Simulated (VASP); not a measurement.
# ZnS (P6_3mc) in VASP: further runs, part 2 of 2

VASP 6.6.1. The steps go on from the part before.

## 4. Single point, PBEsol (equal xx and yy strain of -2 %)

The input, INCAR:

```
PREC = Accurate ; ENCUT = 520
EDIFF = 1E-7 ; ISMEAR = -1
SIGMA = 0.03 ; LREAL = False
LASPH = True ; NELM = 60
ALGO = Normal ; ISIF = 2
LWAVE = False ; LCHARG = False
GGA = PS ; NBANDS = 26
```

The input, KPOINTS:

```
Automatic mesh
0
Gamma
  8 8 5
```

The input, POSCAR:

```
ZnS
1.0
    3.7347788060      0.0000000000      0.0000000000
   -1.8673894030      3.2344133234      0.0000000000
    0.0000000000      0.0000000000      6.2340000000
Zn S
2 2
Direct
    0.3333333333      0.6666666667      0.0000000000
    0.6666666667      0.3333333333      0.5000000000
    0.3333333333      0.6666666667      0.3850000000
    0.6666666667      0.3333333333      0.8850000000
```

Potentials or basis: VASP PAW PBE potentials, release 64 (Zn, S).

Command:

```console
$ cat potpaw_PBE.64/Zn/POTCAR potpaw_PBE.64/S/POTCAR > POTCAR
$ mpirun -np 1 vasp_std > vasp.out
```

OUTCAR:

```text
PREC = Accurate
   ENCUT = 520
   EDIFF = 1E-7
   ISMEAR = -1
   LREAL = False
   LASPH = True
   NELM = 60
   ISIF = 2
   GGA = PS

 ion  position               nearest neighbor table
   1  0.333  0.667  0.000-   4 2.27   4 2.27   4 2.27   3 2.40
   2  0.667  0.333  0.500-   3 2.27   3 2.27   3 2.27   4 2.40
   3  0.333  0.667  0.385-   2 2.27   2 2.27   2 2.27   1 2.40
   4  0.667  0.333  0.885-   1 2.27   1 2.27   1 2.27   2 2.40

  LATTYP: Found a hexagonal cell.
 ALAT       =     3.7347788060
 C/A-ratio  =     1.6691751570

  Lattice vectors:

 A1 = (   3.7347788060,   0.0000000000,   0.0000000000)
 A2 = (  -1.8673894030,   3.2344133234,   0.0000000000)
 A3 = (   0.0000000000,   0.0000000000,   6.2340000000)

Analysis of symmetry for initial positions (statically):
=====================================================================
 Subroutine PRICEL returns:
 Original cell was already a primitive cell.

 Routine SETGRP: Setting up the symmetry group for a
 hexagonal supercell.

 Subroutine GETGRP returns: Found 12 space group operations
 (whereof  6 operations were pure point group operations)
 out of a pool of 24 trial point group operations.

The static configuration has the point symmetry C_3v.
 The point group associated with its full space group is C_6v.

Analysis of symmetry for dynamics (positions and initial velocities):
=====================================================================
 Subroutine PRICEL returns:
 Original cell was already a primitive cell.

 Routine SETGRP: Setting up the symmetry group for a
 hexagonal supercell.

 Subroutine GETGRP returns: Found 12 space group operations
 (whereof  6 operations were pure point group operations)
 out of a pool of 24 trial point group operations.

The dynamic configuration has the point symmetry C_3v.
[... 120 lines left out ...]
   EFERMI_NEDOS =   21; number of points for ismear=-14 and -15
   IALGO  =     38    algorithm
   IMIX   =      4    mixing-type and parameters
     AMIX     =   0.40;   BMIX     =  1.00
     AMIX_MAG =   1.60;   BMIX_MAG =  1.00
  volume/ion in A,a.u.               =      18.83       127.05
  Fermi-wavevector in a.u.,A,eV,Ry     =   1.280069  2.418979 22.294177  1.638576
  Thomas-Fermi vector in A             =   2.412518
   LORBIT       =      0    0 simple, 1 ext, 2 COOP (PROOUT), +10 PAW based schemes
   GGA     = PS    functional components
   LHFCALC =     F    Hartree Fock is set to
   AEXX    =    0.0000 exact exchange contribution
   IVDW    =     0    specifies the selected vdW correction
   LEPSILON=     F    determine dielectric tensor
   LRPA    =     F    only Hartree local field effects (RPA)
 non-spin polarized calculation
  energy-cutoff  :      520.00
  volume of cell :       75.31
 maximum number of plane-waves:      2043
 NGX is ok and might be reduce to    28
   NGX = 13   NGY = 13   NGZ = 23

 number of electron      35.9999981 magnetization

 Free energy of the ion-electron system (eV)
  ---------------------------------------------------
  ext. energy  EPLUGINS =         0.00000000
  ---------------------------------------------------
  free energy    TOTEN  =       -15.10720758 eV

  energy without entropy =      -15.10720758  energy(sigma->0) =      -15.10720758

 E-fermi :   3.1239     XC(G=0): -10.0607

 val. band max:        2.4756055884   @ k =   0.0000   0.0000   0.0000
 cond. band min:       4.7411959979   @ k =   0.0000   0.0000   0.0000
 fundamental gap:      2.2655904094
 Fermi energy:         3.1239342418

 k-point     1 :       0.0000    0.0000    0.0000
  band No.  band energies     occupation
      1     -11.0536      2.00000
      2     -10.0888      2.00000
      3      -4.1395      2.00000
      4      -4.1395      2.00000
      5      -4.0760      2.00000
      6      -4.0760      2.00000
[... 685 lines left out ...]
     25      11.6617      0.00000
     26      11.9283      0.00000

 [... further k-points ...]

------------------------ aborting loop because EDIFF is reached ----------------------------------------

  FORCE on cell =-STRESS in cart. coord.  units (eV):
  Direction    XX          YY          ZZ          XY          YZ          ZX
  --------------------------------------------------------------------------------------
  -------------------------------------------------------------------------------------
  Total        1.9601316      1.9601316     -0.5584418      0.0000000      0.0000000      0.0000000
  in kB       41.7031264     41.7031264    -11.8812280      0.0000000      0.0000000      0.0000000
  external PRESSURE =      23.8416750 kB  Pullay stress =       0.0000000 kB

 VOLUME and BASIS-vectors are now :
 -----------------------------------------------------------------------------
  energy-cutoff  :      520.00
  volume of cell :       75.31
      direct lattice vectors                 reciprocal lattice vectors
     3.734778806  0.000000000  0.000000000     0.267753474  0.154587540  0.000000000
    -1.867389403  3.234413323  0.000000000     0.000000000  0.309175081  0.000000000
     0.000000000  0.000000000  6.234000000     0.000000000  0.000000000  0.160410651

 POSITION                                       TOTAL-FORCE (eV/Angst)
 -----------------------------------------------------------------------------------
     -0.00000      2.15628      0.00000        -0.000000     -0.000000      0.473743
      1.86739      1.07814      3.11700         0.000000      0.000000      0.473743
     -0.00000      2.15628      2.40009         0.000000     -0.000000     -0.473743
      1.86739      1.07814      5.51709         0.000000      0.000000     -0.473743
 -----------------------------------------------------------------------------------
    total drift:                               -0.000001     -0.000001      0.000609

  FREE ENERGIE OF THE ION-ELECTRON SYSTEM (eV)
  ---------------------------------------------------
  free  energy   TOTEN  =       -15.1072075848 eV

  energy  without entropy=      -15.1072075848  energy(sigma->0) =      -15.10720758
```

stdout:

```text
POSCAR found type information on POSCAR ZnS
 POSCAR found :  2 types and       4 ions
 scaLAPACK will be used
 -----------------------------------------------------------------------------
|                                                                             |
|                                                                             |
|     You enforced a specific xc type in the INCAR file but a different       |
|     I HOPE YOU KNOW WHAT YOU ARE DOING!                                     |
|                                                                             |
 -----------------------------------------------------------------------------

 LDA part: xc-table for (Slater+PW92), standard interpolation
 POSCAR, INCAR and KPOINTS ok, starting setup
 FFT: planning ... GRIDC
 FFT: planning ... GRID_SOFT
 FFT: planning ... GRID
 WAVECAR not read
 entering main loop
```

It took 34 s on 1 thread of AMD EPYC 9R14 (Zen 4), shared host; peak memory 0.18 GiB.

What came out:

| Quantity | Value |
| --- | --- |
| Free energy | -15.1072 eV |
| Pressure | 2.4 GPa |
| Largest force | 0.474 eV/Å |
| Band gap on the k mesh | 2.27 eV, direct |

Forces on the atoms (eV/Å):
```
Zn   0.000  0.000  0.474
Zn   0.000  0.000  0.474
S    0.000  0.000 -0.474
S    0.000  0.000 -0.474
```

Levels at points of the mesh, in eV from the valence-band top:
```csv
k point,band 15,band 16,band 17,band 18,band 19,band 20,band 21,band 22
"(0.00, 0.00, 0.00)",-0.86,-0.08,0.00,0.00,2.27,3.09,6.25,6.25
"(0.50, 0.00, 0.00)",-3.39,-2.38,-1.72,-1.09,3.52,4.22,4.92,7.07
```

Caveat: the cell differs from its parent crystal (equal xx and yy strain of -2 %); the PAW data sets were made with another functional, which shifts forces and pressure a little.

## 5. Single point, PBEsol (equal xx and yy strain of +1 %)

The input, INCAR:

```
SYSTEM = ZnS
ALGO = Normal
EDIFF = 1E-7
ENCUT = 520
GGA = PS
ISIF = 2
ISMEAR = -1
LASPH = .TRUE.
LCHARG = .TRUE.
LELF = .TRUE.
LREAL = .FALSE.
LVHAR = .TRUE.
LWAVE = .FALSE.
NBANDS = 26
NELM = 80
PREC = Accurate
SIGMA = 0.03
```

The input, KPOINTS:

```
k-points
0
G
  8 8 5
  0 0 0
```

Changes to POSCAR since step 4:

```diff
@@ -2,4 +2,4 @@
 1.0
-    3.7347788060      0.0000000000      0.0000000000
-   -1.8673894030      3.2344133234      0.0000000000
+    3.8491087694      0.0000000000      0.0000000000
+   -1.9245543847      3.3334259762      0.0000000000
     0.0000000000      0.0000000000      6.2340000000
```

Command:

```console
$ cat potpaw_PBE.64/Zn/POTCAR potpaw_PBE.64/S/POTCAR > POTCAR
$ mpirun -np 1 vasp_std > vasp.out
```

It took 40 s on 1 thread of AMD EPYC 9R14 (Zen 4), shared host; peak memory 0.19 GiB.

Results (log left out):

| Quantity | Value |
| --- | --- |
| Free energy | -15.1275 eV |
| Pressure | -2.6 GPa |
| Largest force | 0.245 eV/Å |
| Band gap on the k mesh | 2.00 eV, direct |

Forces in eV/Å, atoms in the order of the input:
```
Zn   0.000  0.000  0.245
Zn   0.000  0.000  0.245
S    0.000  0.000 -0.245
S    0.000  0.000 -0.245
```

Stress tensor (GPa, compression positive):
```
-2.42  0.00  0.00
 0.00 -2.42  0.00
 0.00  0.00 -2.83
```

Levels at points of the mesh, in eV from the valence-band top:
```csv
k point,band 15,band 16,band 17,band 18,band 19,band 20,band 21,band 22
"(0.00, 0.00, 0.00)",-0.91,-0.05,-0.05,0.00,2.00,2.75,6.15,6.15
"(0.50, 0.00, 0.00)",-3.15,-2.26,-1.57,-0.98,3.44,4.11,5.09,7.00
```

Caveat: the cell differs from its parent crystal (equal xx and yy strain of +1 %); the PAW data sets were made with another functional, which shifts forces and pressure a little.

## 6. Overview

| cell | gap on the mesh (eV) | pressure (GPa) | largest force (eV/Å) |
| --- | --- | --- | --- |
| a = 3.861, b = 3.861, c = 6.316 Å, angles 90.0, 90.0, 120.0°, 4 atoms | 1.93 | -3.7 | 0.26 |
| a = 3.886, b = 3.886, c = 6.356 Å, angles 90.0, 90.0, 120.0°, 4 atoms | 1.85 | -4.9 | 0.24 |
| a = 3.735, b = 3.735, c = 6.234 Å, angles 90.0, 90.0, 120.0°, 4 atoms | 2.27 | 2.4 | 0.47 |
| a = 3.849, b = 3.849, c = 6.234 Å, angles 90.0, 90.0, 120.0°, 4 atoms | 2.00 | -2.6 | 0.24 |

Alike in all rows: task single point; level PBEsol; potentials or basis VASP PAW PBE potentials, release 64 (Zn, S); no spin polarisation; k mesh 8 × 8 × 5; cutoff (eV) 520; smearing fermi-dirac 0.03 eV.

Caveats: the PAW data sets were made with another functional, which shifts forces and pressure a little.

Total energies depend on the potentials used, so only differences within one code and one set of settings carry meaning.
